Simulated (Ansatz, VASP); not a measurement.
Al2O3: VASP beside Ansatz

```
CELL_PARAMETERS angstrom
2.40409 1.38800 4.37376
-2.40409 1.38800 4.37376
0.00000 -2.77600 4.37376
ATOMIC_POSITIONS crystal
Al 0.84070 0.84070 0.84070
Al 0.65930 0.65930 0.65930
Al 0.15930 0.15930 0.15930
Al 0.34070 0.34070 0.34070
O 0.05616 0.44384 0.75000
O 0.75000 0.05616 0.44384
O 0.44384 0.75000 0.05616
O 0.94384 0.55616 0.25000
O 0.25000 0.94384 0.55616
O 0.55616 0.25000 0.94384
```

Alike in both runs: task single point; functional PBE; k mesh 6 × 6 × 6; occupations gaussian, width 0.05 eV; no spin polarisation.

```csv
,VASP,Ansatz
version,VASP 6.6.1,Ansatz 0.2.0
potentials or method,"VASP PAW PBE potentials, release 64 (Al, O), cutoff 520 eV","scalar-relativistic, plane waves, PAW"
valence electrons in the cell,48,48
```

Ansatz gave:

| Item | Value |
| --- | --- |
| gap on the k mesh at the Fermi level (eV) | 6.06 |
| least direct gap on the mesh (eV) | 6.06 |
| pressure (GPa) | 3.5 |
| traceless stress, the component that is largest in VASP (GPa) | 9.43 |
| rms of the force components (eV/Å) | 1.130 |

**Question.** Estimate VASP's values.

**Answer.** gap on the k mesh at the Fermi level (eV): 6.05; least direct gap on the mesh (eV): 6.05; pressure (GPa): 3.5; traceless stress, the component that is largest in VASP (GPa): 9.46; rms of the force components (eV/Å): 1.142.

Atom by atom the forces differ by 0.012 eV/Å (rms over components).
